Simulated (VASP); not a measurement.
CoO, 2 atoms in the cell. It takes space group Fm-3m (No. 225, cubic). Conventional cell: a = 4.263 Å, b = 4.263 Å, c = 4.263 Å, α = 90.00°, β = 90.00°, γ = 90.00°. Within 2.8 Å of Co (site symmetry m-3m) lie 6 O at 2.13 Å. O (site symmetry m-3m) has 6 Co at 2.13 Å within 2.8 Å. 

| Quantity | Value |
| --- | --- |
| Program | VASP 6.6.1 |
| Task | single point |
| Functional | PBEsol |
| Potentials or basis | VASP PAW PBE potentials, release 64 (Co, O) |
| Cutoff | 520 eV |
| k mesh | 9 × 9 × 9 |
| Occupations | fermi-dirac, width 0.1 eV |
| Spin | collinear spin, ferromagnetic start |
| Starting moments | [2.5, 0.0] μB |
| Dipole correction | no |
| Further INCAR settings | ALGO = Normal; EDIFF = 1e-06; NBANDS = 18 |

Potentials or basis: VASP PAW PBE potentials, release 64 (Co, O).

Launch:

```console
$ cat potpaw_PBE.64/Co/POTCAR potpaw_PBE.64/O/POTCAR > POTCAR
$ mpirun -np 1 vasp_std > vasp.out
```

Hardware: 1 thread of Intel Xeon 8259CL, with other jobs on the host.

Question: How long does it take, and how much memory?

Answer: It took 37 s on 1 thread of Intel Xeon 8259CL (shared host), peak memory 0.16 GiB. Counts: scf iterations 15, k points 35.
